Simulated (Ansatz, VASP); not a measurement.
**One calculation of CdBr, two programs**

POSCAR

```
CdBr
1.0
    0.0000000000      3.0723910300      3.0723910300
    3.0723910300      0.0000000000      3.0723910300
    3.0723910300      3.0723910300      0.0000000000
Cd Br
1 1
Direct
    0.0000000000      0.0000000000      0.0000000000
    0.5000000000      0.5000000000      0.5000000000
```

Contents of INCAR.step1:

```
SYSTEM = CdBr
PREC = Accurate
ENCUT = 600
ISMEAR = -1
SIGMA = 0.05
LREAL = .FALSE.
LASPH = .TRUE.
NELM = 80
GGA = PE
ALGO = Normal
EDIFF = 1E-4
LWAVE = .TRUE.
LCHARG = .FALSE.
```

INCAR.step2

```
SYSTEM = CdBr
PREC = Accurate
ENCUT = 600
EDIFF = 1E-7
ISMEAR = -1
SIGMA = 0.05
LREAL = .FALSE.
LASPH = .TRUE.
NELM = 80
ALGO = Normal
ISIF = 3
LWAVE = .FALSE.
LCHARG = .FALSE.
METAGGA = R2SCAN
LMIXTAU = .TRUE.
IBRION = 2
NSW = 60
EDIFFG = -0.01
ISTART = 1
```

File KPOINTS:

```
regular mesh
0
G
  8 8 8
  0 0 0
```

input.yaml

```yaml
crystal:
  lattice:
    - [0.0, 3.07239103, 3.07239103]
    - [3.07239103, 0.0, 3.07239103]
    - [3.07239103, 3.07239103, 0.0]
  atoms:
    - { symbol: Cd, position: [0.0, 0.0, 0.0] }
    - { symbol: Br, position: [0.5, 0.5, 0.5] }
hamiltonian:
  xc: r2scan
  pseudopotentials: { kind: paw }
kpoints:
  mp_grid: { grid: [8, 8, 8] }
scf:
  occupations: { method: fermi_dirac, width: 0.05 }
output:
  forces: true
  stress: true
  eigenvalues: true
  write_density: true
  write_potential: true
  elf: true
  volumetric_format: npy
relax:
  f_tol: 0.01
  max_steps: 40
  cell: { stress_tol: 0.05 }
```

Alike in both runs: task relaxation of cell and atoms; functional r2SCAN; k mesh 8 × 8 × 8; occupations fermi-dirac, width 0.05 eV; no spin polarisation.

|  | VASP | Ansatz |
| --- | --- | --- |
| version | VASP 6.6.1 | Ansatz 0.2.0 |
| potentials or method | VASP PAW PBE potentials, release 64 (Cd, Br) | Ansatz PAW |
| plane-wave cutoff (eV) | 600 | 500 |
| valence electrons in the cell | 19 | 27 |

```csv
,VASP,Ansatz,Ansatz less VASP
"gap on the k mesh at the Fermi level, each at its own relaxed structure (eV)",none,none,-
relaxed volume (Å³/atom),29.00,29.00,0.000
relaxed cell length with the largest relative difference (Å),4.345,4.345,0.0000
```

VASP's potentials were made for PBE, not for r2SCAN. A gap of «none» marks a metal or a gap that the smearing closes. VASP's potentials hold 19 valence electrons a cell and Ansatz's 27, so a difference there can come from the potentials and not from the codes.

Noted on VASP's run: the relaxation stopped at its first step, so nothing moved. Noted on Ansatz's run: the plane-wave basis is chosen anew once the cell has moved, so the energies of steps on either side of that aren't comparable.
